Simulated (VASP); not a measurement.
# BP (f.bd3) (F-43m) in VASP: a series of runs

The runs below take BP (f.bd3) through single point, relaxation of cell and atoms, with PBE+D3(BJ).

Program: VASP 6.6.1. These are calculated values, not measurements. Logs are shortened: lines on timing, memory, paths and dates and some standing lists are left out, and cuts for length are marked.

## (1) The cell of the first run

Symmetry: F-43m, No. 216, cubic system. Conventional cell: a = 4.520 Å, b = 4.520 Å, c = 4.520 Å, α = 90.00°, β = 90.00°, γ = 90.00°. Within 2.6 Å of B (site symmetry -43m) lie 4 P at 1.96 Å. P (site symmetry -43m) has 4 B at 1.96 Å within 2.6 Å.

## (2) Single point, PBE+D3(BJ)

INCAR

```
ALGO     = Normal         # electronic algorithm
EDIFF    = 1E-6           # SCF threshold, eV
ENCUT    = 500            # plane-wave cutoff, eV
GGA      = PE             # functional
GGA_COMPAT= F            
ISIF     = 2              # what is computed and relaxed
ISMEAR   = 0              # smearing method
IVDW     = 12             # dispersion correction
LASPH    = T              # aspherical terms in the spheres
LCHARG   = F              # write CHGCAR
LREAL    = F              # projectors in reciprocal space
LWAVE    = F              # write WAVECAR
NBANDS   = 11             # bands
NELM     = 120            # most SCF steps
PREC     = Accurate       # precision mode
SIGMA    = 0.1            # smearing width, eV
```

KPOINTS

```
k-points
0
Gamma
  8 8 8
```

POSCAR

```
BP
1.0
    0.0000000000      2.2600000000      2.2600000000
    2.2600000000      0.0000000000      2.2600000000
    2.2600000000      2.2600000000      0.0000000000
B P
1 1
Direct
    0.0000000000      0.0000000000      0.0000000000
    0.2500000000      0.2500000000      0.2500000000
```

Potentials or basis: VASP PAW PBE potentials, release 64 (B, P).

Started as:

```sh
> cat potpaw_PBE.64/B/POTCAR potpaw_PBE.64/P/POTCAR > POTCAR
> mpirun -np 1 vasp_std > vasp.out
```

OUTCAR:

```text
EDIFF = 1E-6
   ENCUT = 500
   GGA = PE
   ISIF = 2
   ISMEAR = 0
   IVDW = 12
   LASPH = T
   LREAL = F
   NELM = 120
   PREC = Accurate
 IVDW          = 12

 ion  position               nearest neighbor table
   1  0.000  0.000  0.000-   2 1.96   2 1.96   2 1.96   2 1.96
   2  0.250  0.250  0.250-   1 1.96   1 1.96   1 1.96   1 1.96

  LATTYP: Found a face centered cubic cell.
 ALAT       =     4.5200000000

  Lattice vectors:

 A1 = (   0.0000000000,   2.2600000000,   2.2600000000)
 A2 = (   2.2600000000,   0.0000000000,   2.2600000000)
 A3 = (   2.2600000000,   2.2600000000,   0.0000000000)

Analysis of symmetry for initial positions (statically):
=====================================================================
 Subroutine PRICEL returns:
 Original cell was already a primitive cell.

 Routine SETGRP: Setting up the symmetry group for a
 face centered cubic supercell.

 Subroutine GETGRP returns: Found 24 space group operations
 (whereof 24 operations were pure point group operations)
 out of a pool of 48 trial point group operations.

The static configuration has the point symmetry T_d .

Analysis of symmetry for dynamics (positions and initial velocities):
=====================================================================
 Subroutine PRICEL returns:
 Original cell was already a primitive cell.

 Routine SETGRP: Setting up the symmetry group for a
 face centered cubic supercell.

 Subroutine GETGRP returns: Found 24 space group operations
 (whereof 24 operations were pure point group operations)
 out of a pool of 48 trial point group operations.

The dynamic configuration has the point symmetry T_d .

 Subroutine INISYM returns: Found 24 space group operations
 (whereof 24 operations are pure point group operations),
 and found     1 'primitive' translations

----------------------------------------------------------------------------------------

                                     Primitive cell

  volume of cell :      23.0864

  direct lattice vectors                    reciprocal lattice vectors
     0.000000000  2.260000000  2.260000000    -0.221238938  0.221238938  0.221238938
     2.260000000  0.000000000  2.260000000     0.221238938 -0.221238938  0.221238938
     2.260000000  2.260000000  0.000000000     0.221238938  0.221238938 -0.221238938

  length of vectors
     3.196122651  3.196122651  3.196122651     0.383197081  0.383197081  0.383197081

[... 87 lines left out ...]
   ISYM   =      2    0-nonsym 1-usesym 2-fastsym
   POTIM  = 0.5000    time-step for ionic-motion
   TEBEG  =    0.0;   TEEND  =   0.0 temperature during run
   PSTRESS=    0.0 pullay stress
   NELECT =       8.0000    total number of electrons
   NUPDOWN=      -1.0000    fix difference up-down
   EMIN   =  10.00;   EMAX   =-10.00  energy-range for DOS
   EFERMI =   0.00;   METHOD = LEGACY
   ISMEAR =     0;   SIGMA  =   0.10  broadening in eV -4-tet -1-fermi 0-gaus
   EFERMI_NEDOS =   21; number of points for ismear=-14 and -15
   IALGO  =     38    algorithm
   IMIX   =      4    mixing-type and parameters
     AMIX     =   0.40;   BMIX     =  1.00
     AMIX_MAG =   1.60;   BMIX_MAG =  1.00
  volume/ion in A,a.u.               =      11.54        77.90
  Fermi-wavevector in a.u.,A,eV,Ry     =   1.149881  2.172961 17.989994  1.322227
  Thomas-Fermi vector in A             =   2.286549
   LORBIT       =      0    0 simple, 1 ext, 2 COOP (PROOUT), +10 PAW based schemes
   GGA     = PE    functional components
   LHFCALC =     F    Hartree Fock is set to
   AEXX    =    0.0000 exact exchange contribution
   IVDW    =    12    specifies the selected vdW correction
   LEPSILON=     F    determine dielectric tensor
   LRPA    =     F    only Hartree local field effects (RPA)
 non-spin polarized calculation
 Gauss-broadening in eV      SIGMA  =   0.10
  energy-cutoff  :      500.00
  volume of cell :       23.09
 maximum number of plane-waves:       604
   NGX = 11   NGY = 11   NGZ = 11

 number of electron       8.0000001 magnetization

 Free energy of the ion-electron system (eV)
  ---------------------------------------------------
  ext. energy  EPLUGINS =         0.00000000
  ---------------------------------------------------
  free energy    TOTEN  =       -12.92485533 eV

  energy without entropy =      -12.92485533  energy(sigma->0) =      -12.92485533

 E-fermi :   7.9810     XC(G=0): -10.9582

 val. band max:        7.5757260353   @ k =   0.0000   0.0000   0.0000
 cond. band min:       8.8298434815   @ k =   0.3750   0.3750   0.0000
 fundamental gap:      1.2541174463
 Fermi energy:         7.9809767391

 k-point     1 :       0.0000    0.0000    0.0000
  band No.  band energies     occupation
      1      -7.9920      2.00000
      2       7.5757      2.00000
      3       7.5757      2.00000
      4       7.5757      2.00000
      5      10.9936      0.00000
      6      10.9936      0.00000
      7      10.9936      0.00000
      8      15.1321      0.00000
      9      19.1690      0.00000
     10      19.7379      0.00000
     11      19.7379      0.00000
[... 309 lines left out ...]
 k-point    24 :      -0.3750    0.2500    0.1250
  band No.  band energies     occupation
      1      -3.9563      2.00000
      2      -0.9479      2.00000
      3       3.0112      2.00000
      4       4.4242      2.00000
      5      11.7683      0.00000
      6      12.8152      0.00000
      7      15.9615      0.00000
      8      17.4404      0.00000
      9      18.0835      0.00000
     10      22.0764      0.00000
     11      24.5218      0.00000

 [... further k-points ...]

------------------------ aborting loop because EDIFF is reached ----------------------------------------

 Edisp (eV)   -0.65465

 E8    (eV) :    -0.2392

  FORCE on cell =-STRESS in cart. coord.  units (eV):
  Direction    XX          YY          ZZ          XY          YZ          ZX
  --------------------------------------------------------------------------------------
  -------------------------------------------------------------------------------------
  Total      -0.23361    -0.23361    -0.23361     0.00000     0.00000     0.00000
  in kB     -16.21232   -16.21232   -16.21232     0.00000     0.00000     0.00000
  external pressure =      -16.21 kB  Pullay stress =        0.00 kB

 VOLUME and BASIS-vectors are now :
 -----------------------------------------------------------------------------
  energy-cutoff  :      500.00
  volume of cell :       23.09
      direct lattice vectors                 reciprocal lattice vectors
     0.000000000  2.260000000  2.260000000    -0.221238938  0.221238938  0.221238938
     2.260000000  0.000000000  2.260000000     0.221238938 -0.221238938  0.221238938
     2.260000000  2.260000000  0.000000000     0.221238938  0.221238938 -0.221238938

 POSITION                                       TOTAL-FORCE (eV/Angst)
 -----------------------------------------------------------------------------------
      0.00000      0.00000      0.00000         0.000000      0.000000      0.000000
      1.13000      1.13000      1.13000        -0.000000     -0.000000     -0.000000
 -----------------------------------------------------------------------------------
    total drift:                                0.000000      0.000000      0.000000

  FREE ENERGIE OF THE ION-ELECTRON SYSTEM (eV)
  ---------------------------------------------------
  free  energy   TOTEN  =       -13.5795011134 eV

  energy  without entropy=      -13.5795011134  energy(sigma->0) =      -13.57950111
```

Run time: 13 s. Hardware: 1 thread of AMD EPYC 7R13, shared host; peak memory 0.11 GiB.

Results:

```
Free energy                : -13.5795 eV
Pressure                   : -1.6 GPa
Band gap on the k mesh     : 1.25 eV, indirect (least direct gap 3.42 eV)
Dispersion energy per atom : -0.327 eV
```

A k mesh can miss the band edges.

## (3) Single point, PBE+D3(BJ)

This run uses another cell than the first one, of 11.45 Å³/atom, 0.992 times its volume.

INCAR

```
SYSTEM = BP
PREC = Accurate
ENCUT = 500
EDIFF = 1E-6
ISMEAR = 0
SIGMA = 0.02
LREAL = .False.
LASPH = .True.
NELM = 120
ALGO = Normal
ISIF = 2
LWAVE = .False.
LCHARG = .False.
GGA = PE
IVDW = 12
NBANDS = 11
GGA_COMPAT = .False.
```

KPOINTS

```
regular mesh
0
Gamma
  10 10 10
  0 0 0
```

POSCAR

```
BP
1.0
    0.0000000000      2.2536759790      2.2536759790
    2.2536759790      0.0000000000      2.2536759790
    2.2536759790      2.2536759790      0.0000000000
B P
1 1
Direct
    0.0000000000      0.0000000000      0.0000000000
    0.2500000000      0.2500000000      0.2500000000
```

Potentials or basis: VASP PAW PBE potentials, release 64 (B, P).

Started as:

```sh
> cat potpaw_PBE.64/B/POTCAR potpaw_PBE.64/P/POTCAR > POTCAR
> mpirun -np 1 vasp_std > vasp.out
```

Run time: 18 s. Hardware: 1 thread of AMD EPYC 7R13, shared host; peak memory 0.12 GiB.

Results (log left out):

```
Free energy                : -13.5825 eV
Pressure                   : -0.2 GPa
Band gap on the k mesh     : 1.21 eV, indirect (least direct gap 3.43 eV)
Dispersion energy per atom : -0.330 eV
```

Levels at points of the mesh, in eV from the valence-band top:
```tsv
k point	band 2	band 3	band 4	band 5	band 6	band 7
(0.00, 0.00, 0.00)	0.00	0.00	0.00	3.43	3.43	3.43
(0.50, 0.00, 0.00)	-9.18	-1.78	-1.78	3.90	4.73	4.73
(0.50, 0.50, 0.00)	-8.69	-4.19	-4.19	1.29	1.64	12.32
```

A k mesh can miss the band edges. Expect the measured gap to be larger: semilocal functionals such as PBE lack the derivative discontinuity.

## (4) Relaxation of cell and atoms, PBE+D3(BJ)

INCAR

```
ALGO     = Normal         # electronic algorithm
EDIFF    = 1E-7           # SCF threshold, eV
EDIFFG   = -0.002         # ionic threshold
ENCUT    = 500            # plane-wave cutoff, eV
GGA      = PE             # functional
GGA_COMPAT= False        
IBRION   = 2              # ionic algorithm
ISIF     = 3              # what is computed and relaxed
ISMEAR   = 0              # smearing method
IVDW     = 12             # dispersion correction
LASPH    = True           # aspherical terms in the spheres
LCHARG   = False          # write CHGCAR
LREAL    = False          # projectors in reciprocal space
LWAVE    = False          # write WAVECAR
NELM     = 120            # most SCF steps
NELMIN   = 4            
NSW      = 100            # ionic steps
PREC     = Accurate       # precision mode
SIGMA    = 0.02           # smearing width, eV
```

KPOINTS

```
k-points
0
Gamma
  10 10 10
```

POSCAR

```
BP
1.0
    0.0000000000      2.2600000000      2.2600000000
    2.2600000000      0.0000000000      2.2600000000
    2.2600000000      2.2600000000      0.0000000000
B P
1 1
Direct
    0.0000000000      0.0000000000      0.0000000000
    0.2500000000      0.2500000000      0.2500000000
```

Started as:

```sh
> cat potpaw_PBE.64/B/POTCAR potpaw_PBE.64/P/POTCAR > POTCAR
> mpirun -np 1 vasp_std > vasp.out
```

Wall time 33 s (1 thread of AMD EPYC 7R13, shared host); peak memory 0.12 GiB.

It converged, with:

| Quantity | Value |
| --- | --- |
| Free energy | -13.5826 eV |
| Relaxed volume | 11.43 Å³/atom |
| Relaxed cell | a = 3.186 Å, b = 3.186 Å, c = 3.186 Å, α = 60.00°, β = 60.00°, γ = 60.00° |
| Space group after relaxing (to 0.05 Å) | F-43m (No. 216) |
| Energy gained by relaxing | 0.6 meV/atom |
| Ionic steps | 3 |
| Pressure after relaxing | 0.0 GPa |
| Band gap on the k mesh | 1.21 eV, indirect (least direct gap 3.43 eV) |
| Dispersion energy per atom | -0.331 eV |

Step by step:
```tsv
step	energy change (eV)	largest force (eV/Å)	pressure (GPa)	volume (Å³)
1	0.0000	0.0000	-1.63	23.09
2	-0.0005	0.0000	1.26	22.70
3	-0.0012	0.0000	0.01	22.86
```

Final structure:
```
B P
1.0
     0.00000    2.25263    2.25263
     2.25263    0.00000    2.25263
     2.25263    2.25263    0.00000
B P
1 1
Direct
  0.00000 0.00000 0.00000
  0.25000 0.25000 0.25000
```

Levels at points of the mesh, in eV from the valence-band top:
```csv
k point,band 1,band 2,band 3,band 4,band 5,band 6,band 7,band 8
"(0.00, 0.00, 0.00)",-15.66,0.00,0.00,0.00,3.43,3.43,3.43,7.71
"(0.50, 0.00, 0.00)",-12.25,-9.19,-1.78,-1.78,3.91,4.73,4.73,10.20
"(0.50, 0.50, 0.00)",-10.69,-8.70,-4.19,-4.19,1.29,1.64,12.33,12.33
```

A k mesh can miss the band edges. A hybrid or GW would open this gap; PBE tends to underestimate it.

## (5) Overview

```csv
task,cell,k mesh,smearing,gap on the mesh (eV),pressure (GPa)
single point,"a = 3.196 Å, angles 60.0°, 2 atoms",8 × 8 × 8,gaussian 0.1 eV,1.25,-1.6
single point,"a = 3.187 Å, angles 60.0°, 2 atoms",10 × 10 × 10,gaussian 0.02 eV,1.21,-0.2
relaxation of cell and atoms,"relaxed from a = 3.196 Å, angles 60.0°, 2 atoms",10 × 10 × 10,gaussian 0.02 eV,1.21,0.0
```

Alike in all rows: level PBE+D3(BJ); potentials or basis VASP PAW PBE potentials, release 64 (B, P); no spin polarisation; cutoff (eV) 500.

Absolute energies hang on the potentials; compare differences alone.
